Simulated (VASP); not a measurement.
Set up this calculation in VASP 6.6.1, as the native input.

```yaml
Task: single point
Functional: PBE
Potentials_or_basis: VASP PAW PBE potentials, release 64 (Al, In_d, P, As)
Cutoff: 500 eV
k_mesh: 6 × 6 × 4
Occupations: gaussian, width 0.1 eV
Spin: no spin polarisation
Dipole_correction: no
Further_INCAR_settings: ALGO = Normal; EDIFF = 1e-06; NBANDS = 27
```

The structure of AlInAsP3 lies in POSCAR:

```
AlInAsP3
1.0
    5.3424597860      0.0000000000      0.0000000000
   -2.6712298930      4.6267058934      0.0000000000
    0.0000000000      0.0000000000      5.3230301309
Al In P As
1 1 3 1
Direct
    0.6666666667      0.3333333333      0.0000000000
    0.0000000000      0.0000000000      0.0000000000
    0.6076883323      0.8038441661      0.5000000000
    0.1961558339      0.8038441661      0.5000000000
    0.1961558339      0.3923116677      0.5000000000
    0.3333333333      0.6666666667      0.0000000000
```

The cell was built from a structure type or drawn by symmetry, and may not be a known phase.

One way to write it, as run:

INCAR

```
PREC = Accurate ; ENCUT = 500
EDIFF = 1E-6 ; ISMEAR = 0
SIGMA = 0.1 ; LREAL = False
LASPH = True ; NELM = 120
ALGO = Normal ; ISIF = 2
LWAVE = False ; LCHARG = False
GGA = PE ; NBANDS = 27
GGA_COMPAT = False
```

KPOINTS

```
regular mesh
0
Gamma
  6 6 4
```

Potentials or basis: VASP PAW PBE potentials, release 64 (Al, In_d, P, As).

The run is started by

```console
$ cat potpaw_PBE.64/Al/POTCAR potpaw_PBE.64/In_d/POTCAR potpaw_PBE.64/P/POTCAR potpaw_PBE.64/As/POTCAR > POTCAR
$ mpirun -np 1 vasp_std > vasp.out
```

Results of the run:

* Pressure: -0.3 GPa
* Largest force: 0.101 eV/Å
* Band gap on the k mesh: zero (bands 18 and 19 overlap by 1.24 eV)

Caveat: spin-orbit coupling is left out, which moves the levels of the heavy elements.

Run time: 71 s on 1 thread of Intel(R) Xeon(R) Platinum 8488C (Sapphire Rapids) (shared host), peak memory 0.28 GiB.
